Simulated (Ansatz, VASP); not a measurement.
## One calculation of CdS, two programs

POSCAR

```
CdS
1.0
    0.0000000000      2.9392148416      2.9392148416
    2.9392148416      0.0000000000      2.9392148416
    2.9392148416      2.9392148416      0.0000000000
Cd S
1 1
Direct
    0.0000000000      0.0000000000      0.0000000000
    0.2500000000      0.2500000000      0.2500000000
```

Contents of INCAR.step1:

```
SYSTEM = CdS
  PREC = Accurate
  ENCUT = 520
  ISMEAR = 1
  SIGMA = 0.05
  LREAL = .FALSE.
  LASPH = .TRUE.
  NELM = 100
  NBANDS = 16
  GGA = PE
  ALGO = Normal
  EDIFF = 1E-4
  LWAVE = .TRUE.
  LCHARG = .FALSE.
```

Contents of INCAR.step2:

```
SYSTEM = CdS
  PREC = Accurate
  ENCUT = 520
  EDIFF = 1E-6
  ISMEAR = 1
  SIGMA = 0.05
  LREAL = .FALSE.
  LASPH = .TRUE.
  NELM = 100
  ALGO = Normal
  ISIF = 2
  LWAVE = .FALSE.
  LCHARG = .FALSE.
  METAGGA = R2SCAN
  LMIXTAU = .TRUE.
  NBANDS = 16
  ISTART = 1
```

Contents of KPOINTS:

```
Automatic mesh
0
G
  6 6 6
  0 0 0
```

Input for Ansatz:

```yaml
crystal:
  lattice:
    - [0.0, 2.9392148416, 2.9392148416]
    - [2.9392148416, 0.0, 2.9392148416]
    - [2.9392148416, 2.9392148416, 0.0]
  atoms:
    - { symbol: Cd, position: [0.0, 0.0, 0.0] }
    - { symbol: S, position: [0.25, 0.25, 0.25] }
kpoints:
  mp_grid: { grid: [6, 6, 6] }
hamiltonian:
  xc: r2scan
scf:
  occupations: { method: cold, width: 0.05 }
  n_extra_bands: 4
output:
  forces: true
  stress: true
  eigenvalues: true
```

Alike in both runs: task single point; functional r2SCAN; k mesh 6 × 6 × 6; no spin polarisation.

|  | VASP | Ansatz |
| --- | --- | --- |
| version | VASP 6.6.1 | Ansatz 0.2.0 |
| potentials or method | VASP PAW PBE potentials, release 64 (Cd, S) | plane waves |
| plane-wave cutoff (eV) | 520 | 500 |
| occupations | methfessel-paxton of order 1, width 0.05 eV | cold, width 0.05 eV |
| valence electrons in the cell | 18 | 26 |

|  | VASP | Ansatz | Ansatz less VASP |
| --- | --- | --- | --- |
| gap on the k mesh at the Fermi level (eV) | 1.54 | 1.54 | +0.004 |
| pressure (GPa) | 0.3 | 0.0 | -0.31 |

VASP's potentials were made for PBE, not for r2SCAN. VASP's potentials hold 18 valence electrons a cell and Ansatz's 26, so a difference there can come from the potentials and not from the codes.
